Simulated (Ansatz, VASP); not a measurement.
**Pt: VASP beside Ansatz**

INCAR

```
PREC = Accurate
ENCUT = 520
EDIFF = 1E-7
ISMEAR = 0
SIGMA = 0.15
LREAL = False
LASPH = True
NELM = 100
ALGO = Fast
ISIF = 2
LWAVE = False
LCHARG = False
GGA = PS
NBANDS = 11
```

File KPOINTS:

```
regular mesh
0
Gamma
  20 20 20
```

Contents of POSCAR:

```
Pt
1.0
    0.0440527500      1.9579000000      1.9579000000
    1.9579000000      0.0440527500      1.9579000000
    2.0019527500      2.0019527500      0.0000000000
Pt
1
Direct
    0.0000000000      0.0000000000      0.0000000000
```

Input for Ansatz:

```yaml
crystal:
  lattice:
    - [0.04405275, 1.9579, 1.9579]
    - [1.9579, 0.04405275, 1.9579]
    - [2.00195275, 2.00195275, 0.0]
  atoms:
    - { symbol: Pt, position: [0.0, 0.0, 0.0] }
basis:
  ecutwfc: 420
kpoints:
  mp_grid: { grid: [20, 20, 20] }
hamiltonian:
  xc: pbesol
scf:
  occupations: { method: gaussian, width: 0.15 }
output:
  forces: true
  stress: true
  eigenvalues: true
```

Change from the starting cell: strain +0.0450 x Voigt [0, 0, 0, 0, 0, 1], atoms carried along.

Alike in both runs: task single point; functional PBEsol; k mesh 20 × 20 × 20; occupations gaussian, width 0.15 eV; no spin polarisation.

|  | VASP | Ansatz |
| --- | --- | --- |
| version | VASP 6.6.1 | Ansatz 0.2.0 |
| potentials or method | VASP PAW PBE potentials, release 64 (Pt), cutoff 520 eV | scalar-relativistic, plane waves, PAW |
| valence electrons in the cell | 10 | 18 |

Ansatz gave:

```
gap on the k mesh at the Fermi level (eV)                     : none
pressure (GPa)                                                : 1.2
traceless stress, the component that is largest in VASP (GPa) : -3.81
```

Q: Estimate VASP's values.

A: gap on the k mesh at the Fermi level (eV): none; pressure (GPa): 0.8; traceless stress, the component that is largest in VASP (GPa): -3.85.

VASP's potentials were made for PBE, not for PBEsol. A gap of «none» marks a metal or a gap that the smearing closes. The functional is the same, so the differences come from potentials, cutoffs and numerics. VASP's potentials hold 10 valence electrons a cell and Ansatz's 18, so a difference there can come from the potentials and not from the codes.

Neither program's run includes spin-orbit coupling.
